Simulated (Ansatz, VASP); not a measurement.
**One calculation of CaO, two programs**

```
Ca O
1.0
     0.04114    2.39937    2.39937
     2.39937    0.04114    2.39937
     2.39937    2.39937    0.04114
Ca O
1 1
Cartesian
  0.0000 0.0000 0.0000
  2.4199 2.4199 2.4199
```

Change from the starting cell: epitaxial_111 strain -1.6%.

Alike in both runs: task single point; functional HSE06; k mesh 6 × 6 × 6; no spin polarisation.

```csv
,VASP,Ansatz
version,VASP 6.6.1,Ansatz 0.2.0
potentials or method,"VASP PAW PBE potentials, release 64 (Ca_sv, O)","plane waves, PAW"
plane-wave cutoff (eV),520,420
occupations,"gaussian, width 0.01 eV",fixed
valence electrons in the cell,16,16
```

|  | VASP | Ansatz | Ansatz less VASP |
| --- | --- | --- | --- |
| gap on the k mesh at the Fermi level (eV) | 5.25 | 5.27 | +0.019 |
| pressure (GPa) | 3.9 | 3.1 | -0.82 |
| traceless stress, the component that is largest in VASP (GPa) | -1.46 | -1.47 | -0.013 |

Ansatz's warnings: stress exchange threshold loose, stress scf threshold loose.
